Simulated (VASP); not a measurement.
Li3IF2, 6 atoms in the cell. The structure is hexagonal, space group P6/mmm (No. 191). Conventional cell: a = 5.741 Å, b = 5.741 Å, c = 3.749 Å, α = 90.00°, β = 90.00°, γ = 120.00°. Li (site symmetry mmm) has 2 F at 1.66 Å within 2.2 Å. I (site symmetry 6/mmm) has 6 Li at 2.87 Å and 6 F at 3.31 Å and 2 I at 3.75 Å within 3.8 Å. F (site symmetry -6m2) has 3 Li at 1.66 Å within 2.2 Å. 

| Quantity | Value |
| --- | --- |
| Program | VASP 6.6.1 |
| Task | single point |
| Functional | PBE |
| Potentials or basis | VASP PAW PBE potentials, release 64 (Li_sv, I, F) |
| Cutoff | 520 eV |
| k mesh | 6 × 6 × 4 |
| Occupations | gaussian, width 0.1 eV |
| Spin | no spin polarisation |
| Dipole correction | no |
| Further INCAR settings | ALGO = Normal; EDIFF = 1e-07; NBANDS = 24 |

Potentials or basis: VASP PAW PBE potentials, release 64 (Li_sv, I, F).

Command:

```console
$ cat potpaw_PBE.64/Li_sv/POTCAR potpaw_PBE.64/I/POTCAR potpaw_PBE.64/F/POTCAR > POTCAR
$ mpirun -np 1 vasp_std > vasp.out
```

Hardware: 1 thread of Intel(R) Xeon(R) 6975P-C (Granite Rapids), with other jobs on the host.

Question: Estimate the wall time of this run.

Answer: Run time: 36 s on 1 thread of Intel(R) Xeon(R) 6975P-C (Granite Rapids), on a shared host, peak memory 0.26 GiB. Counts: scf iterations 17, k points 21.
